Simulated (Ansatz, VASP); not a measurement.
**Two plane-wave programs on AlNi**

```
Al Ni
1.0
     2.88267   -0.06887   -0.06887
    -0.06887    2.88267   -0.06887
    -0.06887   -0.06887    2.88267
Al Ni
1 1
Direct
  0.00000 0.00000 0.00000
  0.50000 0.50000 0.50000
```

Alike in both runs: task single point; functional PBE; k mesh 18 × 18 × 18; occupations gaussian, width 0.15 eV; no spin polarisation.

|  | VASP | Ansatz |
| --- | --- | --- |
| version | VASP 6.6.1 | Ansatz 0.2.0 |
| potentials or method | VASP PAW PBE potentials, release 64 (Al, Ni), cutoff 520 eV | scalar-relativistic, plane waves, PAW |
| valence electrons in the cell | 13 | 21 |

VASP gave:

```
gap on the k mesh at the Fermi level (eV)                     : none
pressure (GPa)                                                : 3.1
traceless stress, the component that is largest in VASP (GPa) : 6.81
```

Task: Estimate Ansatz's values.

Result: gap on the k mesh at the Fermi level (eV): none; pressure (GPa): 3.2; traceless stress, the component that is largest in VASP (GPa): 6.83.

A gap of «none» marks a metal or a gap that the smearing closes. VASP's potentials hold 13 valence electrons a cell and Ansatz's 21, so a difference there can come from the potentials and not from the codes.
